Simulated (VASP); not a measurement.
# Pt (Fm-3m) in VASP: notebook

The runs below take Pt through single point, with PBEsol.

Program: VASP 6.6.1. These are calculated values, not measurements. Logs are shortened: lines on timing, memory, paths and dates and some standing lists are left out, and cuts for length are marked.

## 1. The cell of the first run

The structure is cubic, space group Fm-3m (No. 225). The conventional cell has a = 3.720 Å, b = 3.720 Å, c = 3.720 Å, α = 90.00°, β = 90.00°, γ = 90.00°. Within 3.5 Å of Pt (site symmetry m-3m) lie 12 Pt at 2.63 Å.

## 2. Single point, PBEsol (strain -0.050 along x and y, -0.050 along z)

Input file INCAR:

```
SYSTEM = Pt
  PREC = Accurate
  ENCUT = 520
  EDIFF = 1E-6
  ISMEAR = 0
  SIGMA = 0.15
  LREAL = .False.
  LASPH = .True.
  NELM = 60
  ALGO = Normal
  ISIF = 2
  LWAVE = .False.
  LCHARG = .False.
  GGA = PS
  NBANDS = 11
```

Input file KPOINTS:

```
Automatic mesh
0
Gamma
  20 20 20
  0 0 0
```

Input file POSCAR:

```
Pt
1.0
    0.0000000000      1.8600050000      1.8600050000
    1.8600050000      0.0000000000      1.8600050000
    1.8600050000      1.8600050000      0.0000000000
Pt
1
Direct
    0.0000000000      0.0000000000      0.0000000000
```

Potentials or basis: VASP PAW PBE potentials, release 64 (Pt).

Launch:

```bash
$ cat potpaw_PBE.64/Pt/POTCAR > POTCAR
$ mpirun -np 1 vasp_std > vasp.out
```

OUTCAR:

```text
SYSTEM = Pt
   PREC = Accurate
   ENCUT = 520
   EDIFF = 1E-6
   ISMEAR = 0
   LREAL = .False.
   LASPH = .True.
   NELM = 60
   ISIF = 2
   GGA = PS

 ion  position               nearest neighbor table
   1  0.000  0.000  0.000-

  LATTYP: Found a face centered cubic cell.
 ALAT       =     3.7200100000

  Lattice vectors:

 A1 = (   0.0000000000,   1.8600050000,   1.8600050000)
 A2 = (   1.8600050000,   0.0000000000,   1.8600050000)
 A3 = (   1.8600050000,   1.8600050000,   0.0000000000)

Analysis of symmetry for initial positions (statically):
=====================================================================
 Subroutine PRICEL returns:
 Original cell was already a primitive cell.

 Routine SETGRP: Setting up the symmetry group for a
 face centered cubic supercell.

 Subroutine GETGRP returns: Found 48 space group operations
 (whereof 48 operations were pure point group operations)
 out of a pool of 48 trial point group operations.

The static configuration has the point symmetry O_h .

Analysis of symmetry for dynamics (positions and initial velocities):
=====================================================================
 Subroutine PRICEL returns:
 Original cell was already a primitive cell.

 Routine SETGRP: Setting up the symmetry group for a
 face centered cubic supercell.

 Subroutine GETGRP returns: Found 48 space group operations
 (whereof 48 operations were pure point group operations)
 out of a pool of 48 trial point group operations.

The dynamic configuration has the point symmetry O_h .

 Subroutine INISYM returns: Found 48 space group operations
 (whereof 48 operations are pure point group operations),
 and found     1 'primitive' translations

----------------------------------------------------------------------------------------

                                     Primitive cell

  volume of cell :      12.8698

  direct lattice vectors                    reciprocal lattice vectors
     0.000000000  1.860005000  1.860005000    -0.268816482  0.268816482  0.268816482
     1.860005000  0.000000000  1.860005000     0.268816482 -0.268816482  0.268816482
     1.860005000  1.860005000  0.000000000     0.268816482  0.268816482 -0.268816482

  length of vectors
     2.630444297  2.630444297  2.630444297     0.465603804  0.465603804  0.465603804

  position of ions in fractional coordinates (direct lattice)
     0.000000000  0.000000000  0.000000000

  ion indices of the primitive-cell ions
   primitive index   ion index
                 1           1

----------------------------------------------------------------------------------------

 KPOINTS: Automatic mesh

Automatic generation of k-mesh.
 Grid dimensions read from file:
 generate k-points for:   20   20   20

 Generating k-lattice:

  Cartesian coordinates                     Fractional coordinates (reciprocal lattice)
    -0.013440824  0.013440824  0.013440824     0.050000000  0.000000000  0.000000000
     0.013440824 -0.013440824  0.013440824     0.000000000  0.050000000  0.000000000
     0.013440824  0.013440824 -0.013440824     0.000000000  0.000000000  0.050000000

  Length of vectors
     0.023280190  0.023280190  0.023280190

  Shift w.r.t. Gamma in fractional coordinates (k-lattice)
     0.000000000  0.000000000  0.000000000

 Subroutine IBZKPT returns following result:
 ===========================================

 Found    256 irreducible k-points:

 Following reciprocal coordinates:
            Coordinates               Weight
  0.000000  0.000000  0.000000      1.000000
  0.050000  0.000000  0.000000      8.000000
  0.100000  0.000000  0.000000      8.000000
  0.150000  0.000000  0.000000      8.000000
  0.200000  0.000000  0.000000      8.000000
  0.250000  0.000000  0.000000      8.000000
[... 16 lines left out ...]
 -0.400000  0.050000  0.000000     24.000000
 -0.350000  0.050000  0.000000     24.000000
 [... further k-points ...]
   k-points           NKPTS =    256   k-points in BZ     NKDIM =    256   number of bands    NBANDS=     11
   number of dos      NEDOS =    301   number of ions     NIONS =      1
   total plane-waves  NPLWV =   8000
   dimension x,y,z NGX =    20 NGY =   20 NGZ =   20
   dimension x,y,z NGXF=    40 NGYF=   40 NGZF=   40
   ions per type =               1
   NGX,Y,Z   is equivalent  to a cutoff of  12.64, 12.64, 12.64 a.u.
   NGXF,Y,Z  is equivalent  to a cutoff of  25.28, 25.28, 25.28 a.u.
 SYSTEM =  Pt
   PREC   = accura    normal or accurate (medium, high low for compatibility)
   ISTART =      0    job   : 0-new  1-cont  2-samecut
   ICHARG =      2    charge: 1-file 2-atom 10-const
   ISPIN  =      1    spin polarized calculation?
   LNONCOLLINEAR =      F non collinear calculations
   LSORBIT =      F    spin-orbit coupling
   LASPH  =      T    aspherical Exc in radial PAW
   ENCUT  =  520.0 eV  38.22 Ry    6.18 a.u.   4.89  4.89  4.89*2*pi/ulx,y,z
   NELM   =     60;   NELMIN=  2; NELMDL= -5     # of ELM steps
   EDIFF  = 0.1E-05   stopping-criterion for ELM
   LREAL  =      F    real-space projection
   EDIFFG = 0.1E-04   stopping-criterion for IOM
   NSW    =      0    number of steps for IOM
   IBRION =     -1    ionic relax: 0-MD 1-quasi-New 2-CG
   NFREE  =      0    steps in history (QN), initial steepest desc. (CG)
   ISIF   =      2    stress and relaxation
   ISYM   =      2    0-nonsym 1-usesym 2-fastsym
   POTIM  = 0.5000    time-step for ionic-motion
   TEBEG  =    0.0;   TEEND  =   0.0 temperature during run
   PSTRESS=    0.0 pullay stress
   NELECT =      10.0000    total number of electrons
   NUPDOWN=      -1.0000    fix difference up-down
   EMIN   =  10.00;   EMAX   =-10.00  energy-range for DOS
   EFERMI =   0.00;   METHOD = LEGACY
   ISMEAR =     0;   SIGMA  =   0.15  broadening in eV -4-tet -1-fermi 0-gaus
   EFERMI_NEDOS =   21; number of points for ismear=-14 and -15
   IALGO  =     38    algorithm
   IMIX   =      4    mixing-type and parameters
     AMIX     =   0.40;   BMIX     =  1.00
     AMIX_MAG =   1.60;   BMIX_MAG =  1.00
  volume/ion in A,a.u.               =      12.87        86.85
  Fermi-wavevector in a.u.,A,eV,Ry     =   1.505049  2.844131 30.819554  2.265173
  Thomas-Fermi vector in A             =   2.615949
   LORBIT       =      0    0 simple, 1 ext, 2 COOP (PROOUT), +10 PAW based schemes
   GGA     = PS    functional components
   LHFCALC =     F    Hartree Fock is set to
   AEXX    =    0.0000 exact exchange contribution
   IVDW    =     0    specifies the selected vdW correction
   LEPSILON=     F    determine dielectric tensor
   LRPA    =     F    only Hartree local field effects (RPA)
 non-spin polarized calculation
 Gauss-broadening in eV      SIGMA  =   0.15
  energy-cutoff  :      520.00
  volume of cell :       12.87
 maximum number of plane-waves:       360
   NGX =  9   NGY =  9   NGZ =  9

 number of electron      10.0000000 magnetization

 Free energy of the ion-electron system (eV)
  ---------------------------------------------------
  ext. energy  EPLUGINS =         0.00000000
  ---------------------------------------------------
  free energy    TOTEN  =        -6.58726779 eV

  energy without entropy =       -6.57243742  energy(sigma->0) =       -6.57985260

 E-fermi :  14.4585     XC(G=0): -14.5806

 val. band max:       14.4511038630   @ k =   0.4500   0.0500   0.0000
 cond. band min:      14.4634725525   @ k =   0.4000   0.1500   0.0000
 fundamental gap:      0.0123686896
 Fermi energy:        14.4585050301

 k-point     1 :       0.0000    0.0000    0.0000
  band No.  band energies     occupation
      1       2.2174      2.00000
      2       9.5240      2.00000
      3       9.5240      2.00000
      4       9.5240      2.00000
      5      12.3446      2.00000
      6      12.3446      2.00000
      7      28.4368      0.00000
      8      34.3259      0.00000
      9      34.3259      0.00000
     10      34.3259      0.00000
     11      40.2311      0.00000

 k-point     2 :       0.0500    0.0000    0.0000
  band No.  band energies     occupation
      1       2.3364      2.00000
      2       9.4617      2.00000
      3       9.5752      2.00000
      4       9.5752      2.00000
      5      12.3108      2.00000
      6      12.3108      2.00000
      7      28.6436      0.00000
      8      33.7489      0.00000
      9      34.5261      0.00000
     10      34.5261      0.00000
     11      40.9385      0.00000

 k-point     3 :       0.1000    0.0000    0.0000
  band No.  band energies     occupation
      1       2.6832      2.00000
      2       9.2978      2.00000
      3       9.7134      2.00000
      4       9.7134      2.00000
      5      12.2316      2.00000
      6      12.2316      2.00000
      7      29.2238      0.00000
      8      32.5103      0.00000
      9      35.1137      0.00000
     10      35.1137      0.00000
     11      42.3799      0.00000

 k-point     4 :       0.1500    0.0000    0.0000
  band No.  band energies     occupation
      1       3.2229      2.00000
      2       9.0983      2.00000
      3       9.8867      2.00000
      4       9.8867      2.00000
      5      12.1746      2.00000
      6      12.1746      2.00000
      7      30.0108      0.00000
      8      31.1657      0.00000
      9      36.0524      0.00000
     10      36.0524      0.00000
     11      42.2315      0.00000
[... 239 lines left out ...]
 k-point    22 :      -0.4500    0.0500    0.0000
  band No.  band energies     occupation
      1       5.3223      2.00000
      2       9.3544      2.00000
      3       9.5117      2.00000
      4      12.4710      2.00000
      5      14.3640      1.62723
      6      15.1658      0.00000
      7      21.8359      0.00000
      8      28.3266      0.00000
      9      34.1316      0.00000
     10      34.6661      0.00000
     11      44.8860      0.00000

 k-point    23 :      -0.4000    0.0500    0.0000
  band No.  band energies     occupation
      1       5.3413      2.00000
      2       9.4487      2.00000
      3       9.5800      2.00000
      4      11.7107      2.00000
      5      13.9604      2.00000
      6      14.7864      0.00199
      7      23.0659      0.00000
      8      28.6898      0.00000
      9      34.5367      0.00000
     10      35.6173      0.00000
     11      43.2738      0.00000

 k-point    24 :      -0.3500    0.0500    0.0000
  band No.  band energies     occupation
      1       5.3290      2.00000
      2       9.5961      2.00000
      3       9.7091      2.00000
      4      10.6476      2.00000
      5      13.4105      2.00000
      6      14.2606      1.93788
      7      24.7299      0.00000
      8      29.3849      0.00000
      9      35.4214      0.00000
     10      37.0675      0.00000
     11      41.3023      0.00000

 [... further k-points ...]

------------------------ aborting loop because EDIFF is reached ----------------------------------------

  FORCE on cell =-STRESS in cart. coord.  units (eV):
  Direction    XX          YY          ZZ          XY          YZ          ZX
  --------------------------------------------------------------------------------------
  -------------------------------------------------------------------------------------
  Total        5.4220493      5.4220493      5.4220493      0.0000000      0.0000000     -0.0000000
  in kB      674.9968031    674.9968031    674.9968031      0.0000000      0.0000000     -0.0000000
  external PRESSURE =     674.9968031 kB  Pullay stress =       0.0000000 kB

 VOLUME and BASIS-vectors are now :
 -----------------------------------------------------------------------------
  energy-cutoff  :      520.00
  volume of cell :       12.87
      direct lattice vectors                 reciprocal lattice vectors
     0.000000000  1.860005000  1.860005000    -0.268816482  0.268816482  0.268816482
     1.860005000  0.000000000  1.860005000     0.268816482 -0.268816482  0.268816482
     1.860005000  1.860005000  0.000000000     0.268816482  0.268816482 -0.268816482

 POSITION                                       TOTAL-FORCE (eV/Angst)
 -----------------------------------------------------------------------------------
      0.00000      0.00000      0.00000         0.000000      0.000000      0.000000
 -----------------------------------------------------------------------------------
    total drift:                                0.000000      0.000000     -0.000000

  FREE ENERGIE OF THE ION-ELECTRON SYSTEM (eV)
  ---------------------------------------------------
  free  energy   TOTEN  =        -6.5872677880 eV

  energy  without entropy=       -6.5724374212  energy(sigma->0) =       -6.57985260
```

Wall time 32 s (1 thread of Intel Xeon 8259CL, shared host); peak memory 0.16 GiB.

What came out:

| Item | Value |
| --- | --- |
| Free energy | -6.5873 eV |
| Pressure | 67.5 GPa |
| Band gap on the k mesh | zero (bands 5 and 6 overlap by 2.96 eV) |

Caveat: the cell differs from its parent crystal (strain -0.050 along x and y, -0.050 along z); the cell stands under pressure; the PAW data sets were made with another functional, which shifts forces and pressure a little; spin-orbit coupling is left out, which moves the levels of the heavy elements.

## 3. Single point, PBEsol (strain -0.025 along x and y, -0.025 along z)

Input file INCAR:

```
SYSTEM = Pt
PREC     = Accurate       ! precision mode
ENCUT    = 520            ! plane-wave cutoff, eV
EDIFF    = 1E-6           ! SCF threshold, eV
ISMEAR   = 0              ! smearing method
SIGMA    = 0.15           ! smearing width, eV
LREAL    = .False.        ! projectors in reciprocal space
LASPH    = .True.         ! aspherical terms in the spheres
NELM     = 60             ! most SCF steps
ALGO     = Normal         ! electronic algorithm
ISIF     = 2              ! what is computed and relaxed
LWAVE    = .False.        ! write WAVECAR
LCHARG   = .False.        ! write CHGCAR
GGA      = PS             ! functional
NBANDS   = 11             ! bands
```

KPOINTS is that of step 2.

Input file POSCAR:

```
Pt
1.0
    0.0000000000      1.9089525000      1.9089525000
    1.9089525000      0.0000000000      1.9089525000
    1.9089525000      1.9089525000      0.0000000000
Pt
1
Direct
    0.0000000000      0.0000000000      0.0000000000
```

Potentials or basis: VASP PAW PBE potentials, release 64 (Pt).

Launch:

```bash
$ cat potpaw_PBE.64/Pt/POTCAR > POTCAR
$ mpirun -np 1 vasp_std > vasp.out
```

It took 35 s on 1 thread of Intel Xeon 8259CL, shared host; peak memory 0.16 GiB.

Results (log left out):

- Free energy: -6.8868 eV
- Pressure: 27.2 GPa
- Band gap on the k mesh: zero (bands 5 and 6 overlap by 2.58 eV)

Levels at points of the mesh, in eV from the Fermi level:
| k point | band 1 | band 2 | band 3 | band 4 | band 5 | band 6 | band 7 | band 8 | band 9 | band 10 |
| --- | --- | --- | --- | --- | --- | --- | --- | --- | --- | --- |
| (0.00, 0.00, 0.00) | -11.26 | -4.35 | -4.35 | -4.35 | -1.86 | -1.86 | 14.34 | 19.76 | 19.76 | 19.76 |
| (0.50, 0.00, 0.00) | -8.28 | -4.43 | -4.43 | -0.90 | 0.05 | 0.05 | 6.45 | 13.92 | 19.46 | 19.46 |
| (0.50, 0.50, 0.00) | -8.07 | -7.56 | 0.03 | 0.58 | 0.58 | 1.54 | 9.74 | 11.57 | 11.57 | 21.09 |

Caveat: the cell differs from its parent crystal (strain -0.025 along x and y, -0.025 along z); the cell stands under pressure; the PAW data sets were made with another functional, which shifts forces and pressure a little; spin-orbit coupling is left out, which moves the levels of the heavy elements.
